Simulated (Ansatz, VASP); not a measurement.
One calculation of ZnO, two programs

INCAR

```
SYSTEM = ZnO
  ALGO = Normal
  EDIFF = 1E-6
  ENCUT = 520
  GGA = CA
  ISIF = 2
  ISMEAR = 0
  LASPH = .True.
  LCHARG = .False.
  LREAL = .False.
  LWAVE = .False.
  NBANDS = 16
  NELM = 60
  PREC = Accurate
  SIGMA = 0.05
```

Contents of KPOINTS:

```
k-points
0
Gamma
  12 12 12
  0 0 0
```

File POSCAR:

```
ZnO
1.0
    0.0000000000      2.2779141000      2.0609699000
    2.2779141000      0.0000000000      2.0609699000
    2.2779141000      2.2779141000      0.0000000000
Zn O
1 1
Direct
    0.0000000000      0.0000000000      0.0000000000
    0.5000000000      0.5000000000      0.5000000000
```

Input for Ansatz:

```yaml
crystal:
  lattice:
    - [0.0, 2.2779141, 2.0609699]
    - [2.2779141, 0.0, 2.0609699]
    - [2.2779141, 2.2779141, 0.0]
  atoms:
    - { symbol: Zn, position: [0.0, 0.0, 0.0] }
    - { symbol: O, position: [0.5, 0.5, 0.5] }
basis:
  ecutwfc: 420
kpoints:
  mp_grid: { grid: [12, 12, 12] }
hamiltonian:
  xc: lda
scf:
  occupations: { method: gaussian, width: 0.05 }
output:
  forces: true
  stress: true
  eigenvalues: true
```

Change from the starting cell: strain +0.050 along x and y, -0.050 along z, atoms carried along.

Alike in both runs: task single point; functional LDA; k mesh 12 × 12 × 12; occupations gaussian, width 0.05 eV; no spin polarisation.

|  | VASP | Ansatz |
| --- | --- | --- |
| version | VASP 6.6.1 | Ansatz 0.2.0 |
| potentials or method | VASP PAW LDA potentials, release 64 (Zn, O), cutoff 520 eV | scalar-relativistic, plane waves, PAW |
| valence electrons in the cell | 18 | 18 |

VASP gave:

- gap on the k mesh at the Fermi level (eV): 0.37
- least direct gap on the mesh (eV): 1.49
- pressure (GPa): -17.5
- traceless stress, the component that is largest in VASP (GPa): 1.25

Which values does Ansatz return?

gap on the k mesh at the Fermi level (eV): 0.37; least direct gap on the mesh (eV): 1.50; pressure (GPa): -18.5; traceless stress, the component that is largest in VASP (GPa): 0.74.

LDA's correlation is that of Perdew and Zunger in VASP and of Perdew and Wang (1992) in Ansatz.
